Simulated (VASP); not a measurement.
## H14CO7: single point with PBE+D3(BJ)

System: H14CO7.

```
O H C
1.0
     5.77700    0.00000    0.00000
     0.00000    5.77700    0.00000
     0.00000    0.00000    5.77700
O H C
7 14 1
Direct
  0.04618 0.88096 0.77755
  0.38923 0.73943 0.04921
  0.08690 0.55044 0.37634
  0.88951 0.34525 0.94935
  0.37243 0.23090 0.76933
  0.57523 0.61949 0.61317
  0.73884 0.00298 0.36651
  0.12931 0.01106 0.72669
  0.16185 0.79643 0.89121
  0.52024 0.65463 0.98634
  0.32470 0.66877 0.18844
  0.08631 0.65132 0.51262
  0.00225 0.40846 0.41733
  0.00208 0.42849 0.03903
  0.94130 0.18908 0.91224
  0.53569 0.24070 0.78167
  0.35108 0.38662 0.71975
  0.60748 0.74077 0.49289
  0.71968 0.60627 0.69121
  0.41840 0.14402 0.33171
  0.67459 0.35112 0.33386
  0.61707 0.17282 0.33839
```

| Quantity | Value |
| --- | --- |
| Program | VASP 6.6.1 |
| Task | single point |
| Functional | PBE |
| Dispersion | D3(BJ) |
| Potentials or basis | VASP PAW PBE potentials, release 64 (O, H, C) |
| Cutoff | 520 eV |
| k mesh | 1 × 1 × 1 |
| Occupations | fermi-dirac, width 0.05 eV |
| Spin | no spin polarisation |
| Dipole correction | no |
| Further INCAR settings | LREAL = Auto; ALGO = Normal; EDIFF = 1e-07; NBANDS = 47 |

- Pressure: 1.3 GPa
- Largest force: 3.205 eV/Å
- Dispersion energy per atom: -0.043 eV

Forces in eV/Å, atoms in the order of the input:
```
O   -0.567 -2.797  1.459
O   -0.443  0.425  0.113
O   -0.020 -0.642 -0.215
O   -1.253  0.278 -0.655
O   -0.843 -0.800  0.239
O   -0.626  0.735 -1.292
O    0.869 -0.033  0.031
H    1.556  1.379 -0.666
H   -0.674  1.284 -1.159
H   -0.190 -0.122  0.181
H    0.152 -0.502  0.069
H   -0.266  0.351  0.337
H    0.437  0.473  0.044
H    0.581 -0.011  0.289
H    0.370 -0.258  0.341
H    1.556 -0.678  0.442
H   -0.652  1.366 -0.627
H   -0.047 -0.306  0.662
H    1.217 -0.067  0.645
H    1.015  0.429 -0.251
H    0.405  0.573 -0.144
C   -2.577 -1.076  0.158
```

Stress tensor (GPa, compression positive):
```
 1.85 -0.24 -0.08
-0.24  1.31 -0.30
-0.08 -0.30  0.60
```

Levels at points of the mesh, in eV from the Fermi level:
| k point | band 26 | band 27 | band 28 | band 29 | band 30 | band 31 | band 32 | band 33 | band 34 | band 35 |
| --- | --- | --- | --- | --- | --- | --- | --- | --- | --- | --- |
| (0.00, 0.00, 0.00) | -2.46 | -2.32 | -1.98 | -1.95 | -1.21 | 2.80 | 3.27 | 6.21 | 6.64 | 7.58 |

Wall time 35 s on 1 thread of Intel(R) Xeon(R) Platinum 8259CL CPU @ 2.50GHz (Skylake/Cascade Lake), with other jobs on the host, peak memory 0.31 GiB.

Caveat: the k points lie up to 1.09 Å⁻¹ apart; the atoms stand as in a frame of molecular dynamics.
